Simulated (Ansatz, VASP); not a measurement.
**Two plane-wave programs on AlAs**

Contents of INCAR:

```
ALGO = Normal ; EDIFF = 1E-7
EDIFFG = -0.002 ; ENCUT = 450
GGA = PS ; GGA_COMPAT = F
IBRION = 2 ; ISIF = 2
ISMEAR = 0 ; LASPH = T
LCHARG = F ; LREAL = F
LWAVE = F ; NELM = 120
NELMIN = 4 ; NSW = 60
PREC = Accurate ; SIGMA = 0.02
```

KPOINTS

```
k-points
0
Gamma
  8 8 8
```

File POSCAR:

```
AlAs
1.0
    0.0000000000      2.8089260316      2.8629630048
    2.8089260316      0.0000000000      2.8629630048
    2.8089260316      2.8089260316      0.0000000000
Al As
1 1
Direct
    0.0000000000      0.0000000000      0.0000000000
    0.2500000000      0.2500000000      0.2500000000
```

Input for Ansatz:

```yaml
crystal:
  lattice:
    - [0.0, 2.8089260316, 2.8629630048]
    - [2.8089260316, 0.0, 2.8629630048]
    - [2.8089260316, 2.8089260316, 0.0]
  atoms:
    - { symbol: Al, position: [0.0, 0.0, 0.0] }
    - { symbol: As, position: [0.25, 0.25, 0.25] }
basis:
  ecutwfc: 600.0
kpoints:
  mp_grid: { grid: [8, 8, 8] }
hamiltonian:
  xc: pbesol
scf:
  occupations: { method: gaussian, width: 0.02 }
output:
  forces: true
  stress: true
  eigenvalues: true
relax:
  adjacent_minimum: "off"
  f_tol: 0.002
  max_steps: 40
```

Change from the starting cell: strained cell.

Alike in both runs: task relaxation of the atoms; functional PBEsol; k mesh 8 × 8 × 8; occupations gaussian, width 0.02 eV; no spin polarisation.

|  | VASP | Ansatz |
| --- | --- | --- |
| version | VASP 6.6.1 | Ansatz 0.2.0 |
| potentials or method | VASP PAW PBE potentials, release 64 (Al, As), cutoff 450 eV | scalar-relativistic, plane waves, PAW |
| valence electrons in the cell | 8 | 18 |

Ansatz gave:

| Item | Value |
| --- | --- |
| gap on the k mesh at the Fermi level, each at its own relaxed structure (eV) | 1.26 |

**Question.** What did VASP give for the same quantities?

**Answer.** gap on the k mesh at the Fermi level, each at its own relaxed structure (eV): 1.25.

VASP's potentials were made for PBE, not for PBEsol. VASP's potentials hold 8 valence electrons a cell and Ansatz's 18, so a difference there can come from the potentials and not from the codes. Ansatz's warnings: stress scf threshold loose.

Noted on VASP's run: the relaxation stopped at its first step, so nothing moved.
